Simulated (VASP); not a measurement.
Write the native input for VASP 6.6.1 that does the following.

| Quantity | Value |
| --- | --- |
| Task | single point |
| Functional | r2SCAN |
| Potentials or basis | VASP PAW PBE potentials, release 64 (Zn, S) |
| Cutoff | 520 eV |
| k mesh | 6 × 6 × 4 |
| Occupations | gaussian, width 0.05 eV |
| Spin | no spin polarisation |
| Dipole correction | no |
| Further INCAR settings | ALGO = Normal; EDIFF = 1e-07; NBANDS = 26 |

Crystal: ZnS.

```
Zn S
1.0
     3.81100    0.00000    0.00000
    -1.90550    3.30042    0.00000
     0.00000    0.00000    6.23400
Zn S
2 2
Direct
  0.33333 0.66667 0.00000
  0.66667 0.33333 0.50000
  0.33333 0.66667 0.40906
  0.66667 0.33333 0.88500
```

This cell differs from its parent crystal: atom 3 (S) moved +0.150 Å along Cartesian [0 0 1].

One way to write it, as run:

POSCAR

```
ZnS
1.0
    3.8109987816      0.0000000000      0.0000000000
   -1.9054993908      3.3004217586      0.0000000000
    0.0000000000      0.0000000000      6.2340000000
Zn S
2 2
Direct
    0.3333333333      0.6666666667      0.0000000000
    0.6666666667      0.3333333333      0.5000000000
    0.3333333333      0.6666666667      0.4090615977
    0.6666666667      0.3333333333      0.8850000000
```

INCAR.step1

```
PREC = Accurate ; ENCUT = 520
ISMEAR = 0 ; SIGMA = 0.05
LREAL = F ; LASPH = T
NELM = 60 ; NBANDS = 26
GGA = PE ; ALGO = Normal
EDIFF = 1E-4 ; LWAVE = T
LCHARG = F
```

INCAR.step2

```
PREC = Accurate ; ENCUT = 520
EDIFF = 1E-7 ; ISMEAR = 0
SIGMA = 0.05 ; LREAL = F
LASPH = T ; NELM = 60
ALGO = Normal ; ISIF = 2
LWAVE = F ; LCHARG = F
METAGGA = R2SCAN ; LMIXTAU = T
NBANDS = 26 ; ISTART = 1
```

KPOINTS

```
regular mesh
0
Gamma
  6 6 4
```

Potentials or basis: VASP PAW PBE potentials, release 64 (Zn, S).

Command:

```console
$ cat potpaw_PBE.64/Zn/POTCAR potpaw_PBE.64/S/POTCAR > POTCAR
$ cp INCAR.step1 INCAR
$ mpirun -np 1 vasp_std > vasp.out
$ cp INCAR.step2 INCAR
$ mpirun -np 1 vasp_std > vasp.out
```

It gave:

The pressure is 0.8 GPa. The largest force is 1.280 eV/Å and the band gap on the k mesh is 2.81 eV.

Caveat: the cell differs from its parent crystal (atom 3 (S) moved +0.150 Å along Cartesian [0 0 1]); the PAW data sets were made with another functional, which shifts forces and pressure a little.

Wall time 76 s on 1 thread of Intel(R) Xeon(R) 6975P-C (Granite Rapids) (shared host), peak memory 0.22 GiB.
